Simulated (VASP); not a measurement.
**BaO: single point with PBE**

The system is BaO.

```
Ba O
1.0
     0.00000    2.82146    2.82146
     2.82146    0.00000    2.82146
     2.82146    2.82146    0.00000
Ba O
1 1
Direct
  0.00000 0.00000 0.00000
  0.50000 0.50000 0.50000
```

| Item | Value |
| --- | --- |
| Program | VASP 6.6.1 |
| Task | single point |
| Functional | PBE |
| Potentials or basis | VASP PAW PBE potentials, release 64 (Ba_sv, O) |
| Cutoff | 600 eV |
| k mesh | 6 × 6 × 6 |
| Occupations | gaussian, width 0.01 eV |
| Spin | no spin polarisation |

| Item | Value |
| --- | --- |
| Pressure | -1.0 GPa |
| Band gap on the k mesh | 2.15 eV, direct |

Levels at points of the mesh, in eV from the valence-band top:
| k point | band 4 | band 5 | band 6 | band 7 | band 8 | band 9 | band 10 | band 11 | band 12 | band 13 |
| --- | --- | --- | --- | --- | --- | --- | --- | --- | --- | --- |
| (0.00, 0.00, 0.00) | -10.54 | -10.54 | -0.20 | -0.20 | -0.20 | 3.32 | 4.71 | 4.71 | 4.71 | 6.83 |
| (0.50, 0.00, 0.00) | -10.64 | -10.64 | -1.78 | -1.24 | -1.24 | 4.86 | 6.99 | 6.99 | 7.88 | 10.08 |
| (0.50, 0.50, 0.00) | -11.03 | -11.03 | -0.08 | -0.08 | 0.00 | 2.15 | 5.76 | 8.64 | 9.05 | 9.39 |

It took 5.1 s on 1 thread of Intel(R) Xeon(R) 6975P-C (Granite Rapids), on a shared host, peak memory 0.18 GiB.

Caveat: spin-orbit coupling is left out, which moves the levels of the heavy elements. A k mesh can miss the band edges.
